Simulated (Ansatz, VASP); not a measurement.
**One calculation of GaN, two programs**

```xyz
4
Lattice="3.1890 0.0000 0.0000 -1.5945 2.7618 0.0000 0.0000 0.0000 5.1850" Properties=species:S:1:pos:R:3 pbc="T T T"
Ga    0.0000    1.8412    0.0000
Ga    1.5945    0.9206    2.5925
N     0.0000    1.8412    1.9547
N     1.5945    0.9206    4.5472
```

Alike in both runs: task single point; functional PBE; k mesh 8 × 8 × 5; occupations gaussian, width 0.03 eV; no spin polarisation.

```csv
,VASP,Ansatz
version,VASP 6.6.1,Ansatz 0.2.0
potentials or method,"VASP PAW PBE potentials, release 64 (Ga_d, N)","scalar-relativistic, plane waves, PAW"
plane-wave cutoff (eV),520,420
valence electrons in the cell,36,36
```

Ansatz gave:

* gap on the k mesh at the Fermi level (eV): 1.91
* least direct gap on the mesh (eV): 1.91

Q: Which values does VASP return?

A: gap on the k mesh at the Fermi level (eV): 1.92; least direct gap on the mesh (eV): 1.92.

With one functional, cell and mesh, what is left measures potentials, basis and numerics.
